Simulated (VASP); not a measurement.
# NbAs in VASP: further runs

NbAs is run at these levels: PBE; tasks: single point.

Program: VASP 6.6.1. These are calculated values, not measurements. Logs are shortened: lines on timing, memory, paths and dates and some standing lists are left out, and cuts for length are marked.

## Step 1: The cell of the first run

It takes space group Fm-3m (No. 225, cubic). Conventional cell: a = 5.281 Å, b = 5.281 Å, c = 5.281 Å, α = 90.00°, β = 90.00°, γ = 90.00°. Nb (site symmetry m-3m) has 6 As at 2.64 Å within 3.5 Å. Within 3.5 Å of As (site symmetry m-3m) lie 6 Nb at 2.64 Å.

## Step 2: Single point, PBE

INCAR reads:

```
ALGO     = Normal         # electronic algorithm
EDIFF    = 1E-6           # SCF threshold, eV
ENCUT    = 500            # plane-wave cutoff, eV
GGA      = PE             # functional
GGA_COMPAT= F            
ISIF     = 2              # what is computed and relaxed
ISMEAR   = 0              # smearing method
LASPH    = T              # aspherical terms in the spheres
LCHARG   = T              # write CHGCAR
LELF     = T              # ELF
LREAL    = F              # projectors in reciprocal space
LVHAR    = T            
LWAVE    = F              # write WAVECAR
NBANDS   = 16             # bands
NELM     = 120            # most SCF steps
PREC     = Accurate       # precision mode
SIGMA    = 0.2            # smearing width, eV
```

KPOINTS reads:

```
k-points
0
Gamma
  6 6 6
```

POSCAR reads:

```
NbAs
1.0
    0.0000000000      2.6406861050      2.6406861050
    2.6406861050      0.0000000000      2.6406861050
    2.6406861050      2.6406861050      0.0000000000
Nb As
1 1
Direct
    0.0000000000      0.0000000000      0.0000000000
    0.5000000000      0.5000000000      0.5000000000
```

Potentials or basis: VASP PAW PBE potentials, release 64 (Nb_sv, As).

The run is started by

```
$ cat potpaw_PBE.64/Nb_sv/POTCAR potpaw_PBE.64/As/POTCAR > POTCAR
$ mpirun -np 1 vasp_std > vasp.out
```

OUTCAR:

```text
EDIFF = 1E-6
   ENCUT = 500
   GGA = PE
   ISIF = 2
   ISMEAR = 0
   LASPH = T
   LREAL = F
   NELM = 120
   PREC = Accurate

 ion  position               nearest neighbor table
   1  0.000  0.000  0.000-   2 2.64   2 2.64   2 2.64   2 2.64   2 2.64   2 2.64
   2  0.500  0.500  0.500-   1 2.64   1 2.64   1 2.64   1 2.64   1 2.64   1 2.64

  LATTYP: Found a face centered cubic cell.
 ALAT       =     5.2813722100

  Lattice vectors:

 A1 = (   0.0000000000,   2.6406861050,   2.6406861050)
 A2 = (   2.6406861050,   0.0000000000,   2.6406861050)
 A3 = (   2.6406861050,   2.6406861050,   0.0000000000)

Analysis of symmetry for initial positions (statically):
=====================================================================
 Subroutine PRICEL returns:
 Original cell was already a primitive cell.

 Routine SETGRP: Setting up the symmetry group for a
 face centered cubic supercell.

 Subroutine GETGRP returns: Found 48 space group operations
 (whereof 48 operations were pure point group operations)
 out of a pool of 48 trial point group operations.

The static configuration has the point symmetry O_h .

Analysis of symmetry for dynamics (positions and initial velocities):
=====================================================================
 Subroutine PRICEL returns:
 Original cell was already a primitive cell.

 Routine SETGRP: Setting up the symmetry group for a
 face centered cubic supercell.

 Subroutine GETGRP returns: Found 48 space group operations
 (whereof 48 operations were pure point group operations)
 out of a pool of 48 trial point group operations.

The dynamic configuration has the point symmetry O_h .

 Subroutine INISYM returns: Found 48 space group operations
 (whereof 48 operations are pure point group operations),
 and found     1 'primitive' translations

----------------------------------------------------------------------------------------

                                     Primitive cell

  volume of cell :      36.8282

  direct lattice vectors                    reciprocal lattice vectors
     0.000000000  2.640686105  2.640686105    -0.189344731  0.189344731  0.189344731
     2.640686105  0.000000000  2.640686105     0.189344731 -0.189344731  0.189344731
     2.640686105  2.640686105  0.000000000     0.189344731  0.189344731 -0.189344731

  length of vectors
     3.734494104  3.734494104  3.734494104     0.327954694  0.327954694  0.327954694

  position of ions in fractional coordinates (direct lattice)
     0.000000000  0.000000000  0.000000000
     0.500000000  0.500000000  0.500000000

  ion indices of the primitive-cell ions
   primitive index   ion index
                 1           1
                 2           2

----------------------------------------------------------------------------------------

 KPOINTS: k-points

Automatic generation of k-mesh.
 Grid dimensions read from file:
 generate k-points for:    6    6    6

 Generating k-lattice:

  Cartesian coordinates                     Fractional coordinates (reciprocal lattice)
    -0.031557455  0.031557455  0.031557455     0.166666667  0.000000000  0.000000000
     0.031557455 -0.031557455  0.031557455     0.000000000  0.166666667  0.000000000
     0.031557455  0.031557455 -0.031557455     0.000000000  0.000000000  0.166666667

  Length of vectors
     0.054659116  0.054659116  0.054659116

  Shift w.r.t. Gamma in fractional coordinates (k-lattice)
     0.000000000  0.000000000  0.000000000

 Subroutine IBZKPT returns following result:
 ===========================================

 Found     16 irreducible k-points:

 Following reciprocal coordinates:
            Coordinates               Weight
  0.000000  0.000000  0.000000      1.000000
  0.166667  0.000000  0.000000      8.000000
  0.333333  0.000000  0.000000      8.000000
  0.500000  0.000000  0.000000      4.000000
  0.166667  0.166667  0.000000      6.000000
  0.333333  0.166667  0.000000     24.000000
[... 8 lines left out ...]
 -0.333333  0.333333  0.166667     24.000000
 -0.333333  0.500000  0.166667     12.000000
   k-points           NKPTS =     16   k-points in BZ     NKDIM =     16   number of bands    NBANDS=     16
   number of dos      NEDOS =    301   number of ions     NIONS =      2
   total plane-waves  NPLWV =  21952
   dimension x,y,z NGX =    28 NGY =   28 NGZ =   28
   dimension x,y,z NGXF=    56 NGYF=   56 NGZF=   56
   ions per type =               1   1
   NGX,Y,Z   is equivalent  to a cutoff of  12.46, 12.46, 12.46 a.u.
   NGXF,Y,Z  is equivalent  to a cutoff of  24.93, 24.93, 24.93 a.u.
 SYSTEM =  unknown system
   PREC   = accura    normal or accurate (medium, high low for compatibility)
   ISTART =      0    job   : 0-new  1-cont  2-samecut
   ICHARG =      2    charge: 1-file 2-atom 10-const
   ISPIN  =      1    spin polarized calculation?
   LNONCOLLINEAR =      F non collinear calculations
   LSORBIT =      F    spin-orbit coupling
   LASPH  =      T    aspherical Exc in radial PAW
   ENCUT  =  500.0 eV  36.75 Ry    6.06 a.u.   6.81  6.81  6.81*2*pi/ulx,y,z
   NELM   =    120;   NELMIN=  2; NELMDL= -5     # of ELM steps
   EDIFF  = 0.1E-05   stopping-criterion for ELM
   LREAL  =      F    real-space projection
   EDIFFG = 0.1E-04   stopping-criterion for IOM
   NSW    =      0    number of steps for IOM
   IBRION =     -1    ionic relax: 0-MD 1-quasi-New 2-CG
   NFREE  =      0    steps in history (QN), initial steepest desc. (CG)
   ISIF   =      2    stress and relaxation
   ISYM   =      2    0-nonsym 1-usesym 2-fastsym
   POTIM  = 0.5000    time-step for ionic-motion
   TEBEG  =    0.0;   TEEND  =   0.0 temperature during run
   PSTRESS=    0.0 pullay stress
   NELECT =      18.0000    total number of electrons
   NUPDOWN=      -1.0000    fix difference up-down
   EMIN   =  10.00;   EMAX   =-10.00  energy-range for DOS
   EFERMI =   0.00;   METHOD = LEGACY
   ISMEAR =     0;   SIGMA  =   0.20  broadening in eV -4-tet -1-fermi 0-gaus
   EFERMI_NEDOS =   21; number of points for ismear=-14 and -15
   IALGO  =     38    algorithm
   IMIX   =      4    mixing-type and parameters
     AMIX     =   0.40;   BMIX     =  1.00
     AMIX_MAG =   1.60;   BMIX_MAG =  1.00
  volume/ion in A,a.u.               =      18.41       124.26
  Fermi-wavevector in a.u.,A,eV,Ry     =   1.289552  2.436900 22.625735  1.662945
  Thomas-Fermi vector in A             =   2.421438
   LORBIT       =      0    0 simple, 1 ext, 2 COOP (PROOUT), +10 PAW based schemes
   GGA     = PE    functional components
   LHFCALC =     F    Hartree Fock is set to
   AEXX    =    0.0000 exact exchange contribution
   IVDW    =     0    specifies the selected vdW correction
   LEPSILON=     F    determine dielectric tensor
   LRPA    =     F    only Hartree local field effects (RPA)
 non-spin polarized calculation
 Gauss-broadening in eV      SIGMA  =   0.20
  energy-cutoff  :      500.00
  volume of cell :       36.83
 maximum number of plane-waves:       941
   NGX = 13   NGY = 13   NGZ = 13

 number of electron      17.9999998 magnetization

 Free energy of the ion-electron system (eV)
  ---------------------------------------------------
  ext. energy  EPLUGINS =         0.00000000
  ---------------------------------------------------
  free energy    TOTEN  =       -15.35100098 eV

  energy without entropy =      -15.29500164  energy(sigma->0) =      -15.32300131

 E-fermi :   9.6227     XC(G=0): -11.5411

 val. band max:        9.6180284983   @ k =   0.1667   0.0000   0.0000
 cond. band min:       9.6533335882   @ k =  -0.3333   0.1667   0.0000
 fundamental gap:      0.0353050899
 Fermi energy:         9.6227052106

 k-point     1 :       0.0000    0.0000    0.0000
  band No.  band energies     occupation
      1     -46.1651      2.00000
      2     -22.1990      2.00000
      3     -22.1990      2.00000
      4     -22.1990      2.00000
      5      -3.7782      2.00000
      6       8.1587      2.00000
[... 8 lines left out ...]
     15      17.2016      0.00000
     16      22.5624      0.00000

 k-point     2 :       0.1667    0.0000    0.0000
  band No.  band energies     occupation
      1     -46.1621      2.00000
      2     -22.2416      2.00000
      3     -22.2022      2.00000
      4     -22.2022      2.00000
      5      -3.3681      2.00000
      6       6.4808      2.00000
[... 8 lines left out ...]
     15      17.7853      0.00000
     16      20.9575      0.00000

 k-point     3 :       0.3333    0.0000    0.0000
  band No.  band energies     occupation
      1     -46.1562      2.00000
      2     -22.3254      2.00000
      3     -22.2086      2.00000
      4     -22.2086      2.00000
      5      -2.3331      2.00000
      6       4.0185      2.00000
[... 8 lines left out ...]
     15      18.2003      0.00000
     16      18.2003      0.00000

 k-point     4 :       0.5000    0.0000    0.0000
  band No.  band energies     occupation
      1     -46.1531      2.00000
      2     -22.3667      2.00000
      3     -22.2118      2.00000
      4     -22.2118      2.00000
      5      -1.5789      2.00000
      6       2.7683      2.00000
[... 8 lines left out ...]
     15      16.4158      0.00000
     16      16.4158      0.00000

 k-point     5 :       0.1667    0.1667    0.0000
  band No.  band energies     occupation
      1     -46.1611      2.00000
      2     -22.2358      2.00000
      3     -22.2132      2.00000
      4     -22.2132      2.00000
      5      -3.2708      2.00000
      6       5.7440      2.00000
[... 8 lines left out ...]
     15      18.1909      0.00000
     16      20.0439      0.00000

 k-point     6 :       0.3333    0.1667    0.0000
  band No.  band energies     occupation
      1     -46.1561      2.00000
      2     -22.2977      2.00000
      3     -22.2236      2.00000
      4     -22.2214      2.00000
      5      -2.5605      2.00000
      6       4.4547      2.00000
[... 8 lines left out ...]
     15      17.7632      0.00000
     16      19.3310      0.00000
[... 115 lines left out ...]
 k-point    13 :       0.5000    0.5000    0.0000
  band No.  band energies     occupation
      1     -46.1487      2.00000
      2     -22.3404      2.00000
      3     -22.2563      2.00000
      4     -22.2563      2.00000
      5      -2.2457      2.00000
      6       4.7350      2.00000
[... 8 lines left out ...]
     15      20.0372      0.00000
     16      21.5030      0.00000

 k-point    14 :       0.5000    0.3333    0.1667
  band No.  band energies     occupation
      1     -46.1520      2.00000
      2     -22.3169      2.00000
      3     -22.2612      2.00000
      4     -22.2284      2.00000
      5      -2.0726      2.00000
      6       4.0722      2.00000
[... 8 lines left out ...]
     15      17.6806      0.00000
     16      18.2622      0.00000

 k-point    15 :      -0.3333    0.3333    0.1667
  band No.  band energies     occupation
      1     -46.1499      2.00000
      2     -22.3233      2.00000
      3     -22.2768      2.00000
      4     -22.2382      2.00000
      5      -1.8087      2.00000
      6       4.0640      2.00000
[... 8 lines left out ...]
     15      18.5279      0.00000
     16      19.4706      0.00000

 k-point    16 :      -0.3333    0.5000    0.1667
  band No.  band energies     occupation
      1     -46.1488      2.00000
      2     -22.3193      2.00000
      3     -22.2773      2.00000
      4     -22.2573      2.00000
      5      -1.9811      2.00000
      6       4.8576      2.00000
[... 8 lines left out ...]
     15      19.0473      0.00000
     16      19.4057      0.00000

------------------------ aborting loop because EDIFF is reached ----------------------------------------

  FORCE on cell =-STRESS in cart. coord.  units (eV):
  Direction    XX          YY          ZZ          XY          YZ          ZX
  --------------------------------------------------------------------------------------
  -------------------------------------------------------------------------------------
  Total       -0.0094279     -0.0094279     -0.0094279     -0.0000000     -0.0000000     -0.0000000
  in kB       -0.4101530     -0.4101530     -0.4101530     -0.0000000     -0.0000000     -0.0000000
  external PRESSURE =      -0.4101530 kB  Pullay stress =       0.0000000 kB

 VOLUME and BASIS-vectors are now :
 -----------------------------------------------------------------------------
  energy-cutoff  :      500.00
  volume of cell :       36.83
      direct lattice vectors                 reciprocal lattice vectors
     0.000000000  2.640686105  2.640686105    -0.189344731  0.189344731  0.189344731
     2.640686105  0.000000000  2.640686105     0.189344731 -0.189344731  0.189344731
     2.640686105  2.640686105  0.000000000     0.189344731  0.189344731 -0.189344731

 POSITION                                       TOTAL-FORCE (eV/Angst)
 -----------------------------------------------------------------------------------
      0.00000      0.00000      0.00000        -0.000000     -0.000000      0.000000
      2.64069      2.64069      2.64069         0.000000      0.000000     -0.000000
 -----------------------------------------------------------------------------------
    total drift:                               -0.000000      0.000000      0.000000

  FREE ENERGIE OF THE ION-ELECTRON SYSTEM (eV)
  ---------------------------------------------------
  free  energy   TOTEN  =       -15.3510009763 eV

  energy  without entropy=      -15.2950016444  energy(sigma->0) =      -15.32300131
```

Wall time 26 s (1 thread of Intel Xeon 8259CL, shared host); peak memory 0.15 GiB.

Results:

| Property | Result |
| --- | --- |
| Free energy | -15.3510 eV |
| Pressure | 0.0 GPa |
| Band gap on the k mesh | zero (band 9 reaches 10.23 eV, above the bottom of band 10 at 8.63 eV) |

Levels at points of the mesh, in eV from the Fermi level:
| k point | band 7 | band 8 | band 9 | band 10 | band 11 | band 12 |
| --- | --- | --- | --- | --- | --- | --- |
| (0.00, 0.00, 0.00) | -1.46 | -1.46 | -0.88 | -0.88 | -0.13 | -0.13 |
| (0.50, 0.00, 0.00) | -4.32 | -4.32 | 0.61 | 0.61 | 1.47 | 3.21 |
| (0.50, 0.50, 0.00) | -3.20 | -2.00 | -2.00 | 0.05 | 1.26 | 1.26 |

## Step 3: Single point, PBE

INCAR reads:

```
SYSTEM = NbAs
PREC = Accurate
ENCUT = 500
EDIFF = 1E-6
ISMEAR = 0
SIGMA = 0.2
LREAL = .FALSE.
LASPH = .TRUE.
NELM = 120
ALGO = Normal
ISIF = 2
LWAVE = .FALSE.
LCHARG = .TRUE.
GGA = PE
LELF = .TRUE.
LVHAR = .TRUE.
NBANDS = 16
GGA_COMPAT = .FALSE.
```

KPOINTS reads:

```
Automatic mesh
0
G
  6 6 6
  0 0 0
```

POSCAR reads:

```
NbAs
1.0
    1.8937594532      1.0933625301      2.9605719264
   -1.8937594532      1.0933625301      2.9605719264
    0.0000000000     -2.1867250602      2.9605719264
Nb As
1 1
Direct
    0.5000000000      0.5000000000      0.5000000000
    0.0000000000      0.0000000000      0.0000000000
```

Potentials or basis: VASP PAW PBE potentials, release 64 (Nb_sv, As).

The run is started by

```
$ cat potpaw_PBE.64/Nb_sv/POTCAR potpaw_PBE.64/As/POTCAR > POTCAR
$ mpirun -np 1 vasp_std > vasp.out
```

Wall time 37 s (1 thread of Intel Xeon 8259CL, shared host); peak memory 0.16 GiB.

Results (log left out):

```
Free energy            : -15.3491 eV
Pressure               : 0.0 GPa
Band gap on the k mesh : zero (band 9 reaches 10.37 eV, above the bottom of band 10 at 8.54 eV)
```

Stress tensor (GPa, compression positive):
```
-0.18  0.00  0.00
 0.00 -0.18  0.00
 0.00  0.00  0.51
```

Levels at points of the mesh, in eV from the Fermi level:
```
           k point  band 6  band 7  band 8  band 9  band 10  band 11  band 12  band 13
(0.00, 0.00, 0.00)   -1.60   -1.60   -1.23   -0.87    -0.87    -0.26    -0.26     0.12
(0.50, 0.00, 0.00)   -6.88   -4.40   -4.09    0.43     0.64     1.49     3.29     6.49
(0.50, 0.50, 0.00)   -4.90   -3.21   -2.20   -1.81     0.04     1.21     1.28     2.45
(0.50, 0.50, 0.50)   -6.83   -4.53   -4.53    0.72     0.72     1.65     2.96     6.55
```

## Step 4: Single point, PBE

This run uses another cell than the first one, of 18.34 Å³/atom, 0.996 times its volume.

INCAR reads:

```
SYSTEM = NbAs
ALGO     = Normal         ! electronic algorithm
EDIFF    = 1E-6           ! SCF threshold, eV
ENCUT    = 500            ! plane-wave cutoff, eV
GGA      = PE             ! functional
GGA_COMPAT= .FALSE.      
ISIF     = 2              ! what is computed and relaxed
ISMEAR   = 0              ! smearing method
LASPH    = .TRUE.         ! aspherical terms in the spheres
LCHARG   = .FALSE.        ! write CHGCAR
LREAL    = .FALSE.        ! projectors in reciprocal space
LWAVE    = .FALSE.        ! write WAVECAR
NBANDS   = 16             ! bands
NELM     = 120            ! most SCF steps
PREC     = Accurate       ! precision mode
SIGMA    = 0.2            ! smearing width, eV
```

KPOINTS reads:

```
k-points
0
G
  7 7 7
  0 0 0
```

POSCAR reads:

```
NbAs
1.0
   -1.8651712803      1.8651712803      2.6362002682
    1.8651712803     -1.8651712803      2.6362002682
    1.8651712803      1.8651712803     -2.6362002682
Nb As
1 1
Direct
    0.0000000000      0.0000000000      0.0000000000
    0.5000000000      0.5000000000      0.0000000000
```

The run is started by

```
$ cat potpaw_PBE.64/Nb_sv/POTCAR potpaw_PBE.64/As/POTCAR > POTCAR
$ mpirun -np 1 vasp_std > vasp.out
```

Wall time 35 s (1 thread of Intel Xeon 8259CL, shared host); peak memory 0.17 GiB.

Results (log left out):

| Item | Value |
| --- | --- |
| Free energy | -15.3955 eV |
| Pressure | -0.1 GPa |
| Band gap on the k mesh | zero (band 9 reaches 10.14 eV, above the bottom of band 10 at 8.58 eV) |

Stress tensor (GPa, compression positive):
```
-0.12  0.00  0.00
 0.00 -0.12  0.00
 0.00  0.00  0.03
```

Levels at points of the mesh, in eV from the Fermi level:
```csv
k point,band 6,band 7,band 8,band 9,band 10,band 11,band 12,band 13
"(0.00, 0.00, 0.00)",-1.42,-1.42,-1.41,-0.83,-0.83,-0.08,-0.08,-0.08
```

## Step 5: Summary

| cell | k mesh | gap on the mesh (eV) | pressure (GPa) |
| --- | --- | --- | --- |
| a = 3.734 Å, angles 60.0°, 2 atoms | 6 × 6 × 6 | none | 0.0 |
| a = 3.681 Å, angles 61.9°, 2 atoms | 6 × 6 × 6 | none | 0.0 |
| a = 3.729 Å, angles 120.0, 120.0, 90.0°, 2 atoms | 7 × 7 × 7 | none | -0.1 |

Alike in all rows: task single point; level PBE; potentials or basis VASP PAW PBE potentials, release 64 (Nb_sv, As); no spin polarisation; cutoff (eV) 500; smearing gaussian 0.2 eV.

Absolute energies hang on the potentials; compare differences alone.
